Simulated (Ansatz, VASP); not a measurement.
# MgZn2TeSe2: VASP beside Ansatz

```xyz
6
Lattice="4.1440 0.0000 0.0000 -2.0720 3.5888 0.0000 0.0000 0.0000 10.5938" Properties=species:S:1:pos:R:3 pbc="T T T"
Mg    0.0000    2.3925    5.2969
Zn    0.0000    0.0000    1.4824
Zn    0.0000    0.0000    9.1114
Te    2.0720    1.1963    0.0000
Se    0.0000    0.0000    6.8039
Se    0.0000    0.0000    3.7899
```

Alike in both runs: task relaxation of cell and atoms; functional PBE; k mesh 12 × 12 × 4; occupations gaussian, width 0.1 eV; no spin polarisation.

```csv
,VASP,Ansatz
version,VASP 6.6.1,Ansatz 0.2.0
potentials or method,"VASP PAW PBE potentials, release 64 (Mg, Zn, Te, Se), cutoff 600 eV","scalar-relativistic, plane waves, PAW"
valence electrons in the cell,44,82
```

VASP gave:

```
gap on the k mesh at the Fermi level, each at its own relaxed structure (eV)  : none
relaxed volume (Å³/atom)                                                      : 26.15
relaxed length of the cell vector where the two differ most in proportion (Å) : 10.598
```

Problem. Which values does Ansatz return?

Solution. gap on the k mesh at the Fermi level, each at its own relaxed structure (eV): none; relaxed volume (Å³/atom): 26.14; relaxed length of the cell vector where the two differ most in proportion (Å): 10.589.

A gap of «none» marks a metal or a gap that the smearing closes. VASP's potentials hold 44 valence electrons a cell and Ansatz's 82, so a difference there can come from the potentials and not from the codes.

Neither program's run includes spin-orbit coupling.
